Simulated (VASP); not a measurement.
Nb:

```
Nb
1.0
     0.00000    2.11500    2.11500
     2.11500    0.00000    2.11500
     2.11500    2.11500    0.00000
Nb
1
Direct
  0.00000 0.00000 0.00000
```

Base run:

* Program: VASP 6.6.1
* Functional: r2SCAN
* Potentials or basis: VASP PAW PBE potentials, release 64 (Nb_sv)
* Cutoff: 520 eV
* k mesh: 11 × 11 × 11
* Occupations: fermi-dirac, width 0.05 eV
* Spin: no spin polarisation

Its results: pressure -2.6 GPa.

**Question.** The run is repeated on the same cell with these changes: functional from r2SCAN to RPBE. What comes out?

**Answer.** Pressure 0.6 GPa.

Caveats: the PAW data sets were made with another functional, which shifts forces and pressure a little.
